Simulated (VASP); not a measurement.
# V2N3 (P-3m1) in VASP: a series of runs

Runs on V2N3. Level: PBEsol. Tasks: single point.

Program: VASP 6.6.1. These are calculated values, not measurements. Logs are shortened: lines on timing, memory, paths and dates and some standing lists are left out, and cuts for length are marked.

**1. The cell of the first run**

Symmetry: P-3m1, No. 164, trigonal system. The conventional cell has a = 2.818 Å, b = 2.818 Å, c = 6.030 Å, α = 90.00°, β = 90.00°, γ = 120.00°. V (site symmetry 3m) has 6 N at 2.01 to 2.02 Å within 2.7 Å. N (site symmetry -3m) has 6 V at 2.02 Å and 2 N at 2.37 Å within 2.7 Å. Within 1.7 Å of N (site symmetry 3m) lie 1 N at 1.30 Å.

**2. Single point, PBEsol**

The input, INCAR:

```
PREC = Accurate
ENCUT = 520
EDIFF = 1E-6
ISMEAR = 0
SIGMA = 0.15
LREAL = False
LASPH = True
NELM = 60
ALGO = Normal
ISIF = 2
LWAVE = False
LCHARG = False
GGA = PS
NBANDS = 28
```

The input, KPOINTS:

```
Automatic mesh
0
Gamma
  24 24 10
```

The input, POSCAR:

```
V2N3
1.0
    2.8178710001      0.0000000000      0.0000000000
   -1.4089355001      2.4403478707      0.0000000000
    0.0000000000      0.0000000000      6.0299961445
V N
2 3
Direct
    0.6666666667      0.3333333333      0.3021155180
    0.3333333333      0.6666666667      0.6978844820
    0.0000000000      0.0000000000      0.5000000000
    0.0000000000      0.0000000000      0.1074399115
    0.0000000000      0.0000000000      0.8925600885
```

Potentials or basis: VASP PAW PBE potentials, release 64 (V_sv, N).

The run is started by

```sh
> cat potpaw_PBE.64/V_sv/POTCAR potpaw_PBE.64/N/POTCAR > POTCAR
> mpirun -np 1 vasp_std > vasp.out
```

OUTCAR:

```text
PREC = Accurate
   ENCUT = 520
   EDIFF = 1E-6
   ISMEAR = 0
   LREAL = False
   LASPH = True
   NELM = 60
   ISIF = 2
   GGA = PS

 ion  position               nearest neighbor table
   1  0.667  0.333  0.302-   4 2.01   4 2.01   4 2.01   3 2.02   3 2.02   3 2.02   2 2.89   2 2.89
                             2 2.89
   2  0.333  0.667  0.698-   5 2.01   5 2.01   5 2.01   3 2.02   3 2.02   3 2.02   1 2.89   1 2.89
                             1 2.89
   3  0.000  0.000  0.500-   1 2.02   2 2.02   1 2.02   2 2.02   1 2.02   2 2.02
   4  0.000  0.000  0.107-   5 1.30   1 2.01   1 2.01   1 2.01
   5  0.000  0.000  0.893-   4 1.30   2 2.01   2 2.01   2 2.01

  LATTYP: Found a hexagonal cell.
 ALAT       =     2.8178710001
 C/A-ratio  =     2.1399120628

  Lattice vectors:

 A1 = (   2.8178710001,   0.0000000000,   0.0000000000)
 A2 = (  -1.4089355001,   2.4403478707,   0.0000000000)
 A3 = (   0.0000000000,   0.0000000000,   6.0299961445)

Analysis of symmetry for initial positions (statically):
=====================================================================
 Subroutine PRICEL returns:
 Original cell was already a primitive cell.

 Routine SETGRP: Setting up the symmetry group for a
 hexagonal supercell.

 Subroutine GETGRP returns: Found 12 space group operations
 (whereof 12 operations were pure point group operations)
 out of a pool of 24 trial point group operations.

The static configuration has the point symmetry D_3d.

Analysis of symmetry for dynamics (positions and initial velocities):
=====================================================================
 Subroutine PRICEL returns:
 Original cell was already a primitive cell.

 Routine SETGRP: Setting up the symmetry group for a
 hexagonal supercell.

 Subroutine GETGRP returns: Found 12 space group operations
 (whereof 12 operations were pure point group operations)
 out of a pool of 24 trial point group operations.

The dynamic configuration has the point symmetry D_3d.

 Subroutine INISYM returns: Found 12 space group operations
 (whereof 12 operations are pure point group operations),
 and found     1 'primitive' translations

----------------------------------------------------------------------------------------

                                     Primitive cell

  volume of cell :      41.4658

  direct lattice vectors                    reciprocal lattice vectors
     2.817871000  0.000000000  0.000000000     0.354877849  0.204888822  0.000000000
    -1.408935500  2.440347871  0.000000000     0.000000000  0.409777644  0.000000000
     0.000000000  0.000000000  6.029996145     0.000000000  0.000000000  0.165837585

  length of vectors
     2.817871000  2.817871000  6.029996145     0.409777644  0.409777644  0.165837585

  position of ions in fractional coordinates (direct lattice)
     0.666666667  0.333333333  0.302115518
     0.333333333  0.666666667  0.697884482
     0.000000000  0.000000000  0.500000000
     0.000000000  0.000000000  0.107439912
     0.000000000  0.000000000  0.892560088

  ion indices of the primitive-cell ions
   primitive index   ion index
                 1           1
                 2           2
                 3           3
                 4           4
                 5           5

----------------------------------------------------------------------------------------

 KPOINTS: Automatic mesh

Automatic generation of k-mesh.
 Grid dimensions read from file:
 generate k-points for:   24   24   10

 Generating k-lattice:

  Cartesian coordinates                     Fractional coordinates (reciprocal lattice)
     0.014786577  0.008537034  0.000000000     0.041666667  0.000000000  0.000000000
     0.000000000  0.017074068  0.000000000     0.000000000  0.041666667  0.000000000
     0.000000000  0.000000000  0.016583759     0.000000000  0.000000000  0.100000000

  Length of vectors
     0.017074068  0.017074068  0.016583759

  Shift w.r.t. Gamma in fractional coordinates (k-lattice)
     0.000000000  0.000000000  0.000000000

 Subroutine IBZKPT returns following result:
 ===========================================

 Found    558 irreducible k-points:

 Following reciprocal coordinates:
            Coordinates               Weight
  0.000000  0.000000  0.000000      1.000000
  0.041667  0.000000  0.000000      6.000000
  0.083333  0.000000  0.000000      6.000000
  0.125000  0.000000  0.000000      6.000000
  0.166667  0.000000  0.000000      6.000000
  0.208333  0.000000  0.000000      6.000000
[... 16 lines left out ...]
  0.416667  0.041667  0.000000     12.000000
  0.458333  0.041667  0.000000     12.000000
 [... further k-points ...]
   k-points           NKPTS =    558   k-points in BZ     NKDIM =    558   number of bands    NBANDS=     28
   number of dos      NEDOS =    301   number of ions     NIONS =      5
   total plane-waves  NPLWV =  27648
   dimension x,y,z NGX =    24 NGY =   24 NGZ =   48
   dimension x,y,z NGXF=    48 NGYF=   48 NGZF=   96
   ions per type =               2   3
   NGX,Y,Z   is equivalent  to a cutoff of  14.16, 14.16, 13.23 a.u.
   NGXF,Y,Z  is equivalent  to a cutoff of  28.32, 28.32, 26.47 a.u.
 SYSTEM =  unknown system
   PREC   = accura    normal or accurate (medium, high low for compatibility)
   ISTART =      0    job   : 0-new  1-cont  2-samecut
   ICHARG =      2    charge: 1-file 2-atom 10-const
   ISPIN  =      1    spin polarized calculation?
   LNONCOLLINEAR =      F non collinear calculations
   LSORBIT =      F    spin-orbit coupling
   LASPH  =      T    aspherical Exc in radial PAW
   ENCUT  =  520.0 eV  38.22 Ry    6.18 a.u.   5.24  5.24 11.21*2*pi/ulx,y,z
   NELM   =     60;   NELMIN=  2; NELMDL= -5     # of ELM steps
   EDIFF  = 0.1E-05   stopping-criterion for ELM
   LREAL  =      F    real-space projection
   EDIFFG = 0.1E-04   stopping-criterion for IOM
   NSW    =      0    number of steps for IOM
   IBRION =     -1    ionic relax: 0-MD 1-quasi-New 2-CG
   NFREE  =      0    steps in history (QN), initial steepest desc. (CG)
   ISIF   =      2    stress and relaxation
   ISYM   =      2    0-nonsym 1-usesym 2-fastsym
   POTIM  = 0.5000    time-step for ionic-motion
   TEBEG  =    0.0;   TEEND  =   0.0 temperature during run
   PSTRESS=    0.0 pullay stress
   NELECT =      41.0000    total number of electrons
   NUPDOWN=      -1.0000    fix difference up-down
   EMIN   =  10.00;   EMAX   =-10.00  energy-range for DOS
   EFERMI =   0.00;   METHOD = LEGACY
   ISMEAR =     0;   SIGMA  =   0.15  broadening in eV -4-tet -1-fermi 0-gaus
   EFERMI_NEDOS =   21; number of points for ismear=-14 and -15
   IALGO  =     38    algorithm
   IMIX   =      4    mixing-type and parameters
     AMIX     =   0.40;   BMIX     =  1.00
     AMIX_MAG =   1.60;   BMIX_MAG =  1.00
  volume/ion in A,a.u.               =       8.29        55.96
  Fermi-wavevector in a.u.,A,eV,Ry     =   1.630946  3.082040 36.191276  2.659984
  Thomas-Fermi vector in A             =   2.723163
   LORBIT       =      0    0 simple, 1 ext, 2 COOP (PROOUT), +10 PAW based schemes
   GGA     = PS    functional components
   LHFCALC =     F    Hartree Fock is set to
   AEXX    =    0.0000 exact exchange contribution
   IVDW    =     0    specifies the selected vdW correction
   LEPSILON=     F    determine dielectric tensor
   LRPA    =     F    only Hartree local field effects (RPA)
 non-spin polarized calculation
 Gauss-broadening in eV      SIGMA  =   0.15
  energy-cutoff  :      520.00
  volume of cell :       41.47
 maximum number of plane-waves:      1133
 NGX is ok and might be reduce to    24

 number of electron      40.9999993 magnetization

 Free energy of the ion-electron system (eV)
  ---------------------------------------------------
  ext. energy  EPLUGINS =         0.00000000
  ---------------------------------------------------
  free energy    TOTEN  =       -49.79229356 eV

  energy without entropy =      -49.76588656  energy(sigma->0) =      -49.77909006

 E-fermi :  10.4774     XC(G=0): -13.5847

 val. band max:       10.4765500526   @ k =   0.3333   0.0833   0.0000
 cond. band min:      10.4790411871   @ k =   0.3333   0.0417   0.1000
 fundamental gap:      0.0024911346
 Fermi energy:        10.4773837886

 k-point     1 :       0.0000    0.0000    0.0000
  band No.  band energies     occupation
      1     -54.0520      2.00000
      2     -54.0071      2.00000
      3     -28.1561      2.00000
      4     -27.8333      2.00000
      5     -27.8291      2.00000
      6     -27.8291      2.00000
[... 20 lines left out ...]
     27      14.1688      0.00000
     28      14.7595      0.00000

 k-point     2 :       0.0417    0.0000    0.0000
  band No.  band energies     occupation
      1     -54.0506      2.00000
      2     -54.0060      2.00000
      3     -28.1533      2.00000
      4     -27.8461      2.00000
      5     -27.8317      2.00000
      6     -27.8251      2.00000
[... 20 lines left out ...]
     27      14.1734      0.00000
     28      14.7516      0.00000

 k-point     3 :       0.0833    0.0000    0.0000
  band No.  band energies     occupation
      1     -54.0463      2.00000
      2     -54.0027      2.00000
      3     -28.1452      2.00000
      4     -27.8745      2.00000
      5     -27.8406      2.00000
      6     -27.8393      2.00000
[... 20 lines left out ...]
     27      14.1914      0.00000
     28      14.7252      0.00000

 k-point     4 :       0.1250    0.0000    0.0000
  band No.  band energies     occupation
      1     -54.0394      2.00000
      2     -53.9976      2.00000
      3     -28.1328      2.00000
      4     -27.9176      2.00000
      5     -27.8796      2.00000
      6     -27.8509      2.00000
[... 20 lines left out ...]
     27      14.2312      0.00000
     28      14.6837      0.00000

 k-point     5 :       0.1667    0.0000    0.0000
  band No.  band energies     occupation
      1     -54.0304      2.00000
      2     -53.9909      2.00000
      3     -28.1186      2.00000
      4     -27.9729      2.00000
      5     -27.9281      2.00000
      6     -27.8655      2.00000
[... 20 lines left out ...]
     27      14.2969      0.00000
     28      14.6309      0.00000

 k-point     6 :       0.2083    0.0000    0.0000
  band No.  band energies     occupation
      1     -54.0198      2.00000
      2     -53.9832      2.00000
      3     -28.1101      2.00000
      4     -28.0351      2.00000
      5     -27.9770      2.00000
      6     -27.8821      2.00000
[... 463 lines left out ...]
      5     -27.9692      2.00000
      6     -27.9426      2.00000
[... 20 lines left out ...]
     27      14.1660      0.00000
     28      14.7490      0.00000

 k-point    22 :       0.3750    0.0417    0.0000
  band No.  band energies     occupation
      1     -53.9708      2.00000
      2     -53.9513      2.00000
      3     -28.3250      2.00000
      4     -28.2661      2.00000
      5     -27.9584      2.00000
      6     -27.9446      2.00000
[... 20 lines left out ...]
     27      14.2366      0.00000
     28      14.8034      0.00000

 k-point    23 :       0.4167    0.0417    0.0000
  band No.  band energies     occupation
      1     -53.9642      2.00000
      2     -53.9479      2.00000
      3     -28.3584      2.00000
      4     -28.2957      2.00000
      5     -27.9656      2.00000
      6     -27.9295      2.00000
[... 20 lines left out ...]
     27      14.3627      0.00000
     28      14.8488      0.00000

 k-point    24 :       0.4583    0.0417    0.0000
  band No.  band energies     occupation
      1     -53.9606      2.00000
      2     -53.9463      2.00000
      3     -28.3757      2.00000
      4     -28.3111      2.00000
      5     -27.9699      2.00000
      6     -27.9212      2.00000
[... 20 lines left out ...]
     27      14.4320      0.00000
     28      14.8841      0.00000

 [... further k-points ...]

------------------------ aborting loop because EDIFF is reached ----------------------------------------

  FORCE on cell =-STRESS in cart. coord.  units (eV):
  Direction    XX          YY          ZZ          XY          YZ          ZX
  --------------------------------------------------------------------------------------
  -------------------------------------------------------------------------------------
  Total       -1.3012615     -1.3012615      6.6805431      0.0000000     -0.0000000     -0.0000000
  in kB      -50.2788425    -50.2788426    258.1264275      0.0000000     -0.0000000     -0.0000000
  external PRESSURE =      52.5229141 kB  Pullay stress =       0.0000000 kB

 VOLUME and BASIS-vectors are now :
 -----------------------------------------------------------------------------
  energy-cutoff  :      520.00
  volume of cell :       41.47
      direct lattice vectors                 reciprocal lattice vectors
     2.817871000  0.000000000  0.000000000     0.354877849  0.204888822  0.000000000
    -1.408935500  2.440347871  0.000000000     0.000000000  0.409777644  0.000000000
     0.000000000  0.000000000  6.029996145     0.000000000  0.000000000  0.165837585

 POSITION                                       TOTAL-FORCE (eV/Angst)
 -----------------------------------------------------------------------------------
      1.40894      0.81345      1.82176         0.000000     -0.000000      0.279006
     -0.00000      1.62690      4.20824        -0.000000      0.000000     -0.279006
      0.00000      0.00000      3.01500        -0.000000      0.000000      0.000000
      0.00000      0.00000      0.64786        -0.000000      0.000000      1.193831
      0.00000      0.00000      5.38213        -0.000000     -0.000000     -1.193831
 -----------------------------------------------------------------------------------
    total drift:                               -0.000000      0.000000      0.000000

  FREE ENERGIE OF THE ION-ELECTRON SYSTEM (eV)
  ---------------------------------------------------
  free  energy   TOTEN  =       -49.7922935612 eV

  energy  without entropy=      -49.7658865604  energy(sigma->0) =      -49.77909006
```

Wall time 3.9 min (1 thread of Intel Xeon 6975P-C (Granite Rapids), shared host); peak memory 0.59 GiB.

Results:

| Item | Value |
| --- | --- |
| Free energy | -49.7923 eV |
| Pressure | 5.3 GPa |
| Largest force | 1.194 eV/Å |
| Band gap on the k mesh | zero (an odd number of electrons rules out a gap without spin polarisation) |

Forces in eV/Å, atoms in the order of the input:
```
V    0.000  0.000  0.279
V    0.000  0.000 -0.279
N    0.000  0.000  0.000
N    0.000  0.000  1.194
N    0.000  0.000 -1.194
```

Levels at points of the mesh, in eV from the Fermi level:
| k point | band 16 | band 17 | band 18 | band 19 | band 20 | band 21 | band 22 | band 23 | band 24 | band 25 |
| --- | --- | --- | --- | --- | --- | --- | --- | --- | --- | --- |
| (0.00, 0.00, 0.00) | -4.05 | -4.05 | -2.28 | -2.28 | -0.61 | 0.25 | 0.25 | 1.24 | 2.04 | 2.04 |
| (0.50, 0.00, 0.00) | -5.05 | -4.27 | -3.40 | -1.46 | -1.28 | 0.38 | 1.64 | 1.85 | 2.16 | 2.35 |
| (0.00, 0.00, 0.50) | -4.64 | -3.31 | -1.34 | -1.34 | -1.29 | 0.12 | 0.12 | 1.08 | 1.08 | 1.17 |
| (0.50, 0.00, 0.50) | -5.00 | -4.84 | -2.37 | -1.69 | -0.83 | 0.39 | 1.58 | 2.16 | 2.34 | 2.42 |

Caveat: the stress differs along the axes, from -5 to 26 GPa; the PAW data sets were made with another functional, which shifts forces and pressure a little; an odd number of electrons without spin polarisation forces a metal; a magnetic or distorted state may lie lower; the run has no spin polarisation, though such a crystal can be magnetic.

**3. Single point, PBEsol**

This run uses another cell than the first one, of the same volume but with other edges.

The input, INCAR:

```
ALGO     = Normal         # electronic algorithm
EDIFF    = 1E-6           # SCF threshold, eV
ENCUT    = 520            # plane-wave cutoff, eV
GGA      = PS             # functional
ISIF     = 2              # what is computed and relaxed
ISMEAR   = 0              # smearing method
LASPH    = True           # aspherical terms in the spheres
LCHARG   = False          # write CHGCAR
LREAL    = False          # projectors in reciprocal space
LWAVE    = False          # write WAVECAR
NBANDS   = 28             # bands
NELM     = 80             # most SCF steps
PREC     = Accurate       # precision mode
SIGMA    = 0.15           # smearing width, eV
```

The input, KPOINTS:

```
k-points
0
Gamma
  24 24 10
```

Changes to POSCAR since step 2:

```diff
@@ -2,5 +2,5 @@
 1.0
-    2.8178710001      0.0000000000      0.0000000000
-   -1.4089355001      2.4403478707      0.0000000000
-    0.0000000000      0.0000000000      6.0299961445
+    2.7349438781      0.0000000000      0.0000000000
+   -1.3674719390      2.3685308763      0.0000000000
+    0.0000000000      0.0000000000      6.4012149640
 V N
```

Potentials or basis: VASP PAW PBE potentials, release 64 (V_sv, N).

The run is started by

```sh
> cat potpaw_PBE.64/V_sv/POTCAR potpaw_PBE.64/N/POTCAR > POTCAR
> mpirun -np 1 vasp_std > vasp.out
```

Run time: 3.9 min. Hardware: 1 thread of Intel Xeon 6975P-C (Granite Rapids), shared host; peak memory 0.56 GiB.

The run converged. Its results:

| Quantity | Value |
| --- | --- |
| Free energy | -49.7592 eV |
| Pressure | -3.5 GPa |
| Largest force | 0.847 eV/Å |
| Band gap on the k mesh | zero (an odd number of electrons rules out a gap without spin polarisation) |

Forces in eV/Å, atoms in the order of the input:
```
V    0.000  0.000 -0.438
V    0.000  0.000  0.438
N    0.000  0.000  0.000
N    0.000  0.000 -0.847
N    0.000  0.000  0.847
```

Stress tensor (GPa, compression positive):
```
  7.88   0.00   0.00
  0.00   7.88   0.00
  0.00   0.00 -26.26
```

Levels at points of the mesh, in eV from the Fermi level:
| k point | band 17 | band 18 | band 19 | band 20 | band 21 | band 22 | band 23 | band 24 | band 25 | band 26 |
| --- | --- | --- | --- | --- | --- | --- | --- | --- | --- | --- |
| (0.00, 0.00, 0.00) | -3.08 | -1.77 | -1.77 | -0.67 | 0.61 | 0.61 | 0.93 | 2.20 | 2.20 | 3.76 |
| (0.50, 0.00, 0.00) | -3.42 | -3.30 | -1.27 | -1.21 | 0.10 | 2.15 | 2.36 | 2.68 | 2.87 | 3.62 |
| (0.00, 0.00, 0.50) | -3.55 | -1.75 | -0.96 | -0.96 | 0.34 | 0.34 | 1.03 | 1.64 | 1.64 | 3.71 |
| (0.50, 0.00, 0.50) | -4.31 | -2.31 | -2.00 | -0.33 | 0.23 | 2.04 | 2.51 | 2.69 | 2.74 | 2.86 |

Caveat: the stress differs along the axes, from -26 to 8 GPa; the PAW data sets were made with another functional, which shifts forces and pressure a little; an odd number of electrons without spin polarisation forces a metal; a magnetic or distorted state may lie lower; the run has no spin polarisation, though such a crystal can be magnetic.
